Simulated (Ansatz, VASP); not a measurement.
# TeMo3: VASP beside Ansatz

INCAR

```
ALGO = Normal ; EDIFF = 1E-6
EDIFFG = -0.04 ; ENCUT = 600
GGA = PE ; IBRION = 2
ISIF = 3 ; ISMEAR = 0
LASPH = T ; LCHARG = F
LREAL = F ; LWAVE = F
NELM = 60 ; NSW = 90
PREC = Accurate ; SIGMA = 0.1
```

The input KPOINTS:

```
k-points
0
Gamma
  4 4 4
```

The input POSCAR:

```
TeMo3
1.0
    4.2233228596      0.0000000000      0.0000000000
    0.0000000000      4.2233228596      0.0000000000
    0.0000000000      0.0000000000      4.2233228596
Te Mo
1 3
Direct
    0.0000000000      0.0000000000      0.0000000000
    0.0000000000      0.5000000000      0.5000000000
    0.5000000000      0.0000000000      0.5000000000
    0.5000000000      0.5000000000      0.0000000000
```

Input for Ansatz:

```yaml
crystal:
  lattice:
    - [4.2233228596, 0.0, 0.0]
    - [0.0, 4.2233228596, 0.0]
    - [0.0, 0.0, 4.2233228596]
  atoms:
    - { symbol: Te, position: [0.0, 0.0, 0.0] }
    - { symbol: Mo, position: [0.0, 0.5, 0.5] }
    - { symbol: Mo, position: [0.5, 0.0, 0.5] }
    - { symbol: Mo, position: [0.5, 0.5, 0.0] }
basis:
  ecutwfc: 420
kpoints:
  mp_grid: { grid: [4, 4, 4] }
hamiltonian:
  xc: pbe
scf:
  occupations: { method: gaussian, width: 0.1 }
  lower_state_search: "off"
output:
  forces: true
  stress: true
  eigenvalues: true
relax:
  adjacent_minimum: "off"
  f_tol: 0.04
  max_steps: 70
  cell: { stress_tol: 0.4 }
```

Alike in both runs: task relaxation of cell and atoms; functional PBE; k mesh 4 × 4 × 4; occupations gaussian, width 0.1 eV; no spin polarisation.

|  | VASP | Ansatz |
| --- | --- | --- |
| version | VASP 6.6.1 | Ansatz 0.2.0 |
| potentials or method | VASP PAW PBE potentials, release 64 (Te, Mo_sv), cutoff 600 eV | scalar-relativistic, plane waves, PAW |
| valence electrons in the cell | 48 | 58 |

Ansatz gave:

| Item | Value |
| --- | --- |
| gap on the k mesh at the Fermi level, each at its own relaxed structure (eV) | none |
| relaxed volume (Å³/atom) | 17.04 |
| relaxed cell length with the largest relative difference (Å) | 4.084 |

What did VASP give for the same quantities?

gap on the k mesh at the Fermi level, each at its own relaxed structure (eV): none; relaxed volume (Å³/atom): 17.07; relaxed cell length with the largest relative difference (Å): 4.087.

A gap of «none» marks a metal or a gap that the smearing closes. VASP's potentials hold 48 valence electrons a cell and Ansatz's 58, so a difference there can come from the potentials and not from the codes.

The k mesh is coarse, so the values compare programs but aren't converged. Neither program's run includes spin-orbit coupling.
